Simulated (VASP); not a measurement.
# BP (F-43m) in VASP: settings compared

The runs below take BP through single point, with RPBE, PBEsol.

Everything below comes from runs of VASP 6.6.1. Logs are shortened: lines on timing, memory, paths and dates and some standing lists are left out, and cuts for length are marked.

## (1) The cell of the first run

Symmetry: F-43m, No. 216, cubic system. The conventional cell has a = 4.513 Å, b = 4.513 Å, c = 4.513 Å, α = 90.00°, β = 90.00°, γ = 90.00°. B (site symmetry -43m) has 4 P at 1.95 Å within 2.6 Å. Within 2.6 Å of P (site symmetry -43m) lie 4 B at 1.95 Å.

## (2) Single point, RPBE (volume scaled by 0.96)

INCAR reads:

```
  PREC = Accurate
  ENCUT = 520
  EDIFF = 1E-6
  ISMEAR = 0
  SIGMA = 0.05
  LREAL = F
  LASPH = T
  NELM = 60
  ALGO = Normal
  ISIF = 2
  LWAVE = F
  LCHARG = T
  GGA = RP
  LELF = T
  LVHAR = T
  NBANDS = 11
```

KPOINTS reads:

```
regular mesh
0
Gamma
  8 8 8
```

POSCAR reads:

```
BP
1.0
    0.0000000000      2.2566359827      2.2566359827
    2.2566359827      0.0000000000      2.2566359827
    2.2566359827      2.2566359827      0.0000000000
B P
1 1
Direct
    0.0000000000      0.0000000000      0.0000000000
    0.7500000000      0.7500000000      0.7500000000
```

Potentials or basis: VASP PAW PBE potentials, release 64 (B, P).

Launch:

```sh
$ cat potpaw_PBE.64/B/POTCAR potpaw_PBE.64/P/POTCAR > POTCAR
$ mpirun -np 1 vasp_std > vasp.out
```

OUTCAR:

```text
PREC = Accurate
   ENCUT = 520
   EDIFF = 1E-6
   ISMEAR = 0
   LREAL = F
   LASPH = T
   NELM = 60
   ISIF = 2
   GGA = RP

 ion  position               nearest neighbor table
   1  0.000  0.000  0.000-   2 1.95   2 1.95   2 1.95   2 1.95
   2  0.750  0.750  0.750-   1 1.95   1 1.95   1 1.95   1 1.95

  LATTYP: Found a face centered cubic cell.
 ALAT       =     4.5132719654

  Lattice vectors:

 A1 = (   0.0000000000,   2.2566359827,   2.2566359827)
 A2 = (   2.2566359827,   0.0000000000,   2.2566359827)
 A3 = (   2.2566359827,   2.2566359827,   0.0000000000)

Analysis of symmetry for initial positions (statically):
=====================================================================
 Subroutine PRICEL returns:
 Original cell was already a primitive cell.

 Routine SETGRP: Setting up the symmetry group for a
 face centered cubic supercell.

 Subroutine GETGRP returns: Found 24 space group operations
 (whereof 24 operations were pure point group operations)
 out of a pool of 48 trial point group operations.

The static configuration has the point symmetry T_d .

Analysis of symmetry for dynamics (positions and initial velocities):
=====================================================================
 Subroutine PRICEL returns:
 Original cell was already a primitive cell.

 Routine SETGRP: Setting up the symmetry group for a
 face centered cubic supercell.

 Subroutine GETGRP returns: Found 24 space group operations
 (whereof 24 operations were pure point group operations)
 out of a pool of 48 trial point group operations.

The dynamic configuration has the point symmetry T_d .

 Subroutine INISYM returns: Found 24 space group operations
 (whereof 24 operations are pure point group operations),
 and found     1 'primitive' translations

----------------------------------------------------------------------------------------

                                     Primitive cell

  volume of cell :      22.9834

  direct lattice vectors                    reciprocal lattice vectors
     0.000000000  2.256635983  2.256635983    -0.221568744  0.221568744  0.221568744
     2.256635983  0.000000000  2.256635983     0.221568744 -0.221568744  0.221568744
     2.256635983  2.256635983  0.000000000     0.221568744  0.221568744 -0.221568744

  length of vectors
     3.191365212  3.191365212  3.191365212     0.383768322  0.383768322  0.383768322

  position of ions in fractional coordinates (direct lattice)
     0.000000000  0.000000000  0.000000000
     0.750000000  0.750000000  0.750000000

  ion indices of the primitive-cell ions
   primitive index   ion index
                 1           1
                 2           2

----------------------------------------------------------------------------------------

 KPOINTS: regular mesh

Automatic generation of k-mesh.
 Grid dimensions read from file:
 generate k-points for:    8    8    8

 Generating k-lattice:

  Cartesian coordinates                     Fractional coordinates (reciprocal lattice)
    -0.027696093  0.027696093  0.027696093     0.125000000  0.000000000  0.000000000
     0.027696093 -0.027696093  0.027696093     0.000000000  0.125000000  0.000000000
     0.027696093  0.027696093 -0.027696093     0.000000000  0.000000000  0.125000000

  Length of vectors
     0.047971040  0.047971040  0.047971040

  Shift w.r.t. Gamma in fractional coordinates (k-lattice)
     0.000000000  0.000000000  0.000000000

 Subroutine IBZKPT returns following result:
 ===========================================

 Found     29 irreducible k-points:

 Following reciprocal coordinates:
            Coordinates               Weight
  0.000000  0.000000  0.000000      1.000000
  0.125000  0.000000  0.000000      8.000000
  0.250000  0.000000  0.000000      8.000000
  0.375000  0.000000  0.000000      8.000000
  0.500000  0.000000  0.000000      4.000000
  0.125000  0.125000  0.000000      6.000000
[... 16 lines left out ...]
  0.500000  0.250000  0.125000     48.000000
 -0.375000  0.250000  0.125000     24.000000
 [... further k-points ...]
   k-points           NKPTS =     29   k-points in BZ     NKDIM =     29   number of bands    NBANDS=     11
   number of dos      NEDOS =    301   number of ions     NIONS =      2
   total plane-waves  NPLWV =  13824
   dimension x,y,z NGX =    24 NGY =   24 NGZ =   24
   dimension x,y,z NGXF=    48 NGYF=   48 NGZF=   48
   ions per type =               1   1
   NGX,Y,Z   is equivalent  to a cutoff of  12.50, 12.50, 12.50 a.u.
   NGXF,Y,Z  is equivalent  to a cutoff of  25.00, 25.00, 25.00 a.u.
 SYSTEM =  unknown system
   PREC   = accura    normal or accurate (medium, high low for compatibility)
   ISTART =      0    job   : 0-new  1-cont  2-samecut
   ICHARG =      2    charge: 1-file 2-atom 10-const
   ISPIN  =      1    spin polarized calculation?
   LNONCOLLINEAR =      F non collinear calculations
   LSORBIT =      F    spin-orbit coupling
   LASPH  =      T    aspherical Exc in radial PAW
   ENCUT  =  520.0 eV  38.22 Ry    6.18 a.u.   5.93  5.93  5.93*2*pi/ulx,y,z
   NELM   =     60;   NELMIN=  2; NELMDL= -5     # of ELM steps
   EDIFF  = 0.1E-05   stopping-criterion for ELM
   LREAL  =      F    real-space projection
   EDIFFG = 0.1E-04   stopping-criterion for IOM
   NSW    =      0    number of steps for IOM
   IBRION =     -1    ionic relax: 0-MD 1-quasi-New 2-CG
   NFREE  =      0    steps in history (QN), initial steepest desc. (CG)
   ISIF   =      2    stress and relaxation
   ISYM   =      2    0-nonsym 1-usesym 2-fastsym
   POTIM  = 0.5000    time-step for ionic-motion
   TEBEG  =    0.0;   TEEND  =   0.0 temperature during run
   PSTRESS=    0.0 pullay stress
   NELECT =       8.0000    total number of electrons
   NUPDOWN=      -1.0000    fix difference up-down
   EMIN   =  10.00;   EMAX   =-10.00  energy-range for DOS
   EFERMI =   0.00;   METHOD = LEGACY
   ISMEAR =     0;   SIGMA  =   0.05  broadening in eV -4-tet -1-fermi 0-gaus
   EFERMI_NEDOS =   21; number of points for ismear=-14 and -15
   IALGO  =     38    algorithm
   IMIX   =      4    mixing-type and parameters
     AMIX     =   0.40;   BMIX     =  1.00
     AMIX_MAG =   1.60;   BMIX_MAG =  1.00
  volume/ion in A,a.u.               =      11.49        77.55
  Fermi-wavevector in a.u.,A,eV,Ry     =   1.151596  2.176200 18.043670  1.326172
  Thomas-Fermi vector in A             =   2.288252
   LORBIT       =      0    0 simple, 1 ext, 2 COOP (PROOUT), +10 PAW based schemes
   GGA     = RP    functional components
   LHFCALC =     F    Hartree Fock is set to
   AEXX    =    0.0000 exact exchange contribution
   IVDW    =     0    specifies the selected vdW correction
   LEPSILON=     F    determine dielectric tensor
   LRPA    =     F    only Hartree local field effects (RPA)
 non-spin polarized calculation
 Gauss-broadening in eV      SIGMA  =   0.05
  energy-cutoff  :      520.00
  volume of cell :       22.98
 maximum number of plane-waves:       636
   NGX = 11   NGY = 11   NGZ = 11

 number of electron       8.0000001 magnetization

 Free energy of the ion-electron system (eV)
  ---------------------------------------------------
  ext. energy  EPLUGINS =         0.00000000
  ---------------------------------------------------
  free energy    TOTEN  =       -12.25555063 eV

  energy without entropy =      -12.25555063  energy(sigma->0) =      -12.25555063

 E-fermi :   7.9459     XC(G=0): -10.9074

 val. band max:        7.7170168636   @ k =   0.0000   0.0000   0.0000
 cond. band min:       8.9762930748   @ k =   0.3750   0.3750   0.0000
 fundamental gap:      1.2592762112
 Fermi energy:         7.9458643405

 k-point     1 :       0.0000    0.0000    0.0000
  band No.  band energies     occupation
      1      -7.9088      2.00000
      2       7.7170      2.00000
      3       7.7170      2.00000
      4       7.7170      2.00000
      5      11.1342      0.00000
      6      11.1342      0.00000
      7      11.1342      0.00000
      8      15.3828      0.00000
      9      19.4880      0.00000
     10      19.8024      0.00000
     11      19.8024      0.00000

 k-point     2 :       0.1250    0.0000    0.0000
  band No.  band energies     occupation
      1      -7.6237      2.00000
      2       5.8397      2.00000
      3       7.2814      2.00000
      4       7.2814      2.00000
      5      11.7055      0.00000
      6      11.7365      0.00000
      7      11.7365      0.00000
      8      16.1473      0.00000
      9      18.9089      0.00000
     10      18.9089      0.00000
     11      20.3329      0.00000

 k-point     3 :       0.2500    0.0000    0.0000
  band No.  band energies     occupation
      1      -6.7869      2.00000
      2       2.8124      2.00000
      3       6.5832      2.00000
      4       6.5832      2.00000
      5      11.8092      0.00000
      6      12.5084      0.00000
      7      12.5084      0.00000
      8      17.5497      0.00000
      9      18.6701      0.00000
     10      18.6701      0.00000
     11      21.0097      0.00000

 k-point     4 :       0.3750    0.0000    0.0000
  band No.  band energies     occupation
      1      -5.5034      2.00000
      2       0.0493      2.00000
      3       6.1011      2.00000
      4       6.1011      2.00000
      5      11.6691      0.00000
      6      12.5447      0.00000
      7      12.5447      0.00000
      8      18.0464      0.00000
      9      20.3766      0.00000
     10      20.3766      0.00000
     11      21.8422      0.00000

 k-point     5 :       0.5000    0.0000    0.0000
  band No.  band energies     occupation
      1      -4.5221      2.00000
      2      -1.4434      2.00000
      3       5.9362      2.00000
      4       5.9362      2.00000
      5      11.6030      0.00000
      6      12.4292      0.00000
      7      12.4292      0.00000
      8      17.9946      0.00000
      9      22.4150      0.00000
     10      22.4150      0.00000
     11      22.8656      0.00000
[... 211 lines left out ...]
 k-point    21 :       0.5000    0.5000    0.0000
  band No.  band energies     occupation
      1      -2.9514      2.00000
      2      -0.9884      2.00000
      3       3.5380      2.00000
      4       3.5380      2.00000
      5       9.0129      0.00000
      6       9.4003      0.00000
      7      20.0336      0.00000
      8      20.0336      0.00000
      9      23.2925      0.00000
     10      24.4785      0.00000
     11      25.8456      0.00000

 k-point    22 :       0.3750    0.2500    0.1250
  band No.  band energies     occupation
      1      -6.0524      2.00000
      2       2.7375      2.00000
      3       3.8605      2.00000
      4       5.7114      2.00000
      5      11.2020      0.00000
      6      13.7686      0.00000
      7      14.0033      0.00000
      8      15.3342      0.00000
      9      19.4201      0.00000
     10      21.7545      0.00000
     11      23.6296      0.00000

 k-point    23 :       0.5000    0.2500    0.1250
  band No.  band energies     occupation
      1      -4.7990      2.00000
      2       0.5322      2.00000
      3       3.2080      2.00000
      4       4.9266      2.00000
      5      11.8454      0.00000
      6      13.2436      0.00000
      7      15.1381      0.00000
      8      16.1496      0.00000
      9      20.2992      0.00000
     10      21.2345      0.00000
     11      25.0218      0.00000

 k-point    24 :      -0.3750    0.2500    0.1250
  band No.  band energies     occupation
      1      -3.8501      2.00000
      2      -0.8491      2.00000
      3       3.1312      2.00000
      4       4.5502      2.00000
      5      11.9266      0.00000
      6      12.9713      0.00000
      7      16.1439      0.00000
      8      17.6510      0.00000
      9      18.2600      0.00000
     10      22.2416      0.00000
     11      24.7737      0.00000

 [... further k-points ...]
[... 5 lines left out ...]
  --------------------------------------------------------------------------------------
  -------------------------------------------------------------------------------------
  Total        0.9134103      0.9134103      0.9134103     -0.0000000      0.0000000      0.0000000
  in kB       63.6739777     63.6739777     63.6739777     -0.0000000      0.0000000      0.0000000
  external PRESSURE =      63.6739777 kB  Pullay stress =       0.0000000 kB

 VOLUME and BASIS-vectors are now :
 -----------------------------------------------------------------------------
  energy-cutoff  :      520.00
  volume of cell :       22.98
      direct lattice vectors                 reciprocal lattice vectors
     0.000000000  2.256635983  2.256635983    -0.221568744  0.221568744  0.221568744
     2.256635983  0.000000000  2.256635983     0.221568744 -0.221568744  0.221568744
     2.256635983  2.256635983  0.000000000     0.221568744  0.221568744 -0.221568744

 POSITION                                       TOTAL-FORCE (eV/Angst)
 -----------------------------------------------------------------------------------
      0.00000      0.00000      0.00000         0.000000      0.000000      0.000000
      3.38495      3.38495      3.38495        -0.000000     -0.000000     -0.000000
 -----------------------------------------------------------------------------------
    total drift:                               -0.000000     -0.000000     -0.000000

  FREE ENERGIE OF THE ION-ELECTRON SYSTEM (eV)
  ---------------------------------------------------
  free  energy   TOTEN  =       -12.2555506342 eV

  energy  without entropy=      -12.2555506342  energy(sigma->0) =      -12.25555063
```

It took 3.1 s on 1 thread of Intel Xeon 6975P-C (Granite Rapids), shared host; peak memory 0.13 GiB.

What came out:

```
Free energy            : -12.2556 eV
Pressure               : 6.4 GPa
Band gap on the k mesh : 1.26 eV, indirect (least direct gap 3.42 eV)
```

Caveat: the cell differs from its parent crystal (volume scaled by 0.96); the PAW data sets were made with another functional, which shifts forces and pressure a little. A k mesh can miss the band edges.

## (3) Single point, RPBE (volume scaled by 1.04)

INCAR reads:

```
PREC = Accurate ; ENCUT = 520
EDIFF = 1E-6 ; ISMEAR = 0
SIGMA = 0.05 ; LREAL = False
LASPH = True ; NELM = 80
ALGO = Normal ; ISIF = 2
LWAVE = False ; LCHARG = True
GGA = RP ; LELF = True
LVHAR = True ; NBANDS = 11
```

KPOINTS is that of step 2.

POSCAR reads:

```
BP
1.0
    0.0000000000      2.3176554752      2.3176554752
    2.3176554752      0.0000000000      2.3176554752
    2.3176554752      2.3176554752      0.0000000000
B P
1 1
Direct
    0.0000000000      0.0000000000      0.0000000000
    0.7500000000      0.7500000000      0.7500000000
```

Potentials or basis: VASP PAW PBE potentials, release 64 (B, P).

Launch:

```sh
$ cat potpaw_PBE.64/B/POTCAR potpaw_PBE.64/P/POTCAR > POTCAR
$ mpirun -np 1 vasp_std > vasp.out
```

It took 3.1 s on 1 thread of Intel Xeon 6975P-C (Granite Rapids), shared host; peak memory 0.13 GiB.

Results (log left out):

| Quantity | Value |
| --- | --- |
| Free energy | -12.2537 eV |
| Pressure | -6.0 GPa |
| Band gap on the k mesh | 1.37 eV, indirect (least direct gap 3.31 eV) |

Levels at points of the mesh, in eV from the valence-band top:
```csv
k point,band 1,band 2,band 3,band 4,band 5,band 6,band 7,band 8
"(0.00, 0.00, 0.00)",-14.92,0.00,0.00,0.00,3.31,3.31,3.31,6.47
"(0.50, 0.00, 0.00)",-11.83,-8.59,-1.68,-1.68,3.42,4.67,4.67,10.01
"(0.50, 0.50, 0.00)",-10.38,-8.29,-3.89,-3.89,1.46,1.77,11.58,11.58
```

Caveat: the cell differs from its parent crystal (volume scaled by 1.04); the PAW data sets were made with another functional, which shifts forces and pressure a little. A k mesh can miss the band edges.

## (4) Single point, PBEsol

This run uses another cell than the first one, of 11.68 Å³/atom, 1.017 times its volume.

INCAR reads:

```
SYSTEM = BP
PREC = Accurate
ENCUT = 520
EDIFF = 1E-6
ISMEAR = 0
SIGMA = 0.05
LREAL = .False.
LASPH = .True.
NELM = 100
ALGO = Normal
ISIF = 2
LWAVE = .False.
LCHARG = .False.
GGA = PS
NBANDS = 11
```

KPOINTS reads:

```
regular mesh
0
Gamma
  8 8 8
  0 0 0
```

POSCAR reads:

```
BP
1.0
    0.0000000000      2.2690012231      2.2690012231
    2.2690012231      0.0000000000      2.2690012231
    2.2690012231      2.2690012231      0.0000000000
B P
1 1
Direct
    0.0000000000      0.0000000000      0.0000000000
    0.7500000000      0.7500000000      0.7500000000
```

Launch:

```sh
$ cat potpaw_PBE.64/B/POTCAR potpaw_PBE.64/P/POTCAR > POTCAR
$ mpirun -np 1 vasp_std > vasp.out
```

Wall time 2.8 s (1 thread of Intel Xeon 6975P-C (Granite Rapids), shared host); peak memory 0.13 GiB.

The run converged. Its results:

- Free energy: -13.6702 eV
- Pressure: -1.8 GPa
- Band gap on the k mesh: 1.16 eV, indirect (least direct gap 3.36 eV)

Levels at points of the mesh, in eV from the valence-band top:
```tsv
k point	band 1	band 2	band 3	band 4	band 5	band 6	band 7	band 8	band 9
(0.00, 0.00, 0.00)	-15.50	0.00	0.00	0.00	3.36	3.36	3.36	7.34	11.24
(0.50, 0.00, 0.00)	-12.15	-9.10	-1.77	-1.77	3.73	4.65	4.65	9.93	14.59
(0.50, 0.50, 0.00)	-10.62	-8.60	-4.15	-4.15	1.23	1.52	12.10	12.10	15.13
```

Caveat: the PAW data sets were made with another functional, which shifts forces and pressure a little.

## (5) Single point, PBEsol

This run uses another cell than the first one, of 11.53 Å³/atom, 1.003 times its volume.

INCAR reads:

```
PREC     = Accurate       # precision mode
ENCUT    = 520            # plane-wave cutoff, eV
EDIFF    = 1E-6           # SCF threshold, eV
ISMEAR   = 0              # smearing method
SIGMA    = 0.05           # smearing width, eV
LREAL    = F              # projectors in reciprocal space
LASPH    = T              # aspherical terms in the spheres
NELM     = 80             # most SCF steps
ALGO     = Normal         # electronic algorithm
ISIF     = 2              # what is computed and relaxed
LWAVE    = F              # write WAVECAR
LCHARG   = F              # write CHGCAR
GGA      = PS             # functional
NBANDS   = 11             # bands
```

KPOINTS reads:

```
regular mesh
0
Gamma
  8 8 8
```

POSCAR reads:

```
BP
1.0
    0.0000000000      2.2591600379      2.2591600379
    2.2591600379      0.0000000000      2.2591600379
    2.2591600379      2.2591600379      0.0000000000
B P
1 1
Direct
    0.0000000000      0.0000000000      0.0000000000
    0.7500000000      0.7500000000      0.7500000000
```

Launch:

```sh
$ cat potpaw_PBE.64/B/POTCAR potpaw_PBE.64/P/POTCAR > POTCAR
$ mpirun -np 1 vasp_std > vasp.out
```

Run time: 2.7 s. Hardware: 1 thread of Intel Xeon 6975P-C (Granite Rapids), shared host; peak memory 0.13 GiB.

Results (log left out):

```
Free energy            : -13.6715 eV
Pressure               : 0.3 GPa
Band gap on the k mesh : 1.15 eV, indirect (least direct gap 3.38 eV)
```

Levels at points of the mesh, in eV from the valence-band top:
```csv
k point,band 1,band 2,band 3,band 4,band 5,band 6,band 7,band 8
"(0.00, 0.00, 0.00)",-15.62,0.00,0.00,0.00,3.38,3.38,3.38,7.54
"(0.50, 0.00, 0.00)",-12.21,-9.19,-1.78,-1.78,3.81,4.66,4.66,9.97
"(0.50, 0.50, 0.00)",-10.67,-8.67,-4.19,-4.19,1.20,1.50,12.22,12.22
```

Caveat: the PAW data sets were made with another functional, which shifts forces and pressure a little. A k mesh can miss the band edges.

## (6) Summary

| level | cell | gap on the mesh (eV) | pressure (GPa) |
| --- | --- | --- | --- |
| RPBE | a = 3.191 Å, angles 60.0°, 2 atoms | 1.26 | 6.4 |
| RPBE | a = 3.278 Å, angles 60.0°, 2 atoms | 1.37 | -6.0 |
| PBEsol | a = 3.209 Å, angles 60.0°, 2 atoms | 1.16 | -1.8 |
| PBEsol | a = 3.195 Å, angles 60.0°, 2 atoms | 1.15 | 0.3 |

Alike in all rows: task single point; potentials or basis VASP PAW PBE potentials, release 64 (B, P); no spin polarisation; k mesh 8 × 8 × 8; cutoff (eV) 520; smearing gaussian 0.05 eV.

Caveats: the PAW data sets were made with another functional, which shifts forces and pressure a little.

Total energies depend on the potentials used, so only differences within one code and one set of settings carry meaning.
